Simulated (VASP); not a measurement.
A run of VASP 6.6.1:

INCAR

```
SYSTEM = ZnCu2SnS4
ALGO     = Normal         ! electronic algorithm
EDIFF    = 1E-7           ! SCF threshold, eV
ENCUT    = 520            ! plane-wave cutoff, eV
GGA      = PE             ! functional
ISIF     = 2              ! what is computed and relaxed
ISMEAR   = -1             ! smearing method
LASPH    = .TRUE.         ! aspherical terms in the spheres
LCHARG   = .FALSE.        ! write CHGCAR
LREAL    = .FALSE.        ! projectors in reciprocal space
LWAVE    = .FALSE.        ! write WAVECAR
NBANDS   = 46             ! bands
NELM     = 80             ! most SCF steps
PREC     = Accurate       ! precision mode
SIGMA    = 0.02           ! smearing width, eV
```

File KPOINTS:

```
k-points
0
G
  6 6 6
  0 0 0
```

File POSCAR:

```
ZnCu2SnS4
1.0
   -2.7069828945      2.7069828945      5.4112902578
    2.7069828945     -2.7069828945      5.4112902578
    2.7069828945      2.7069828945     -5.4112902578
Cu Zn Sn S
2 1 1 4
Direct
    0.0000000000      0.0000000000      0.0000000000
    0.7500000000      0.2500000000      0.5000000000
    0.2500000000      0.7500000000      0.5000000000
    0.5000000000      0.5000000000      0.0000000000
    0.1065752311      0.6286969589      0.9935355125
    0.3713030411      0.3648385536      0.4778782722
    0.6351614464      0.1130397186      0.0064644875
    0.8869602814      0.8934247689      0.5221217278
```

Potentials or basis: VASP PAW PBE potentials, release 64 (Cu, Zn, Sn_d, S).

Launch:

```console
$ cat potpaw_PBE.64/Cu/POTCAR potpaw_PBE.64/Zn/POTCAR potpaw_PBE.64/Sn_d/POTCAR potpaw_PBE.64/S/POTCAR > POTCAR
$ mpirun -np 1 vasp_std > vasp.out
```

Hardware: 1 thread of Intel(R) Xeon(R) Platinum 8488C (Sapphire Rapids), with other jobs on the host.

**Question.** How long does it take, and how much memory?

**Answer.** Run time: 7.8 min on 1 thread of Intel(R) Xeon(R) Platinum 8488C (Sapphire Rapids) (shared host), peak memory 0.5 GiB. Counts: scf iterations 18, k points 36.
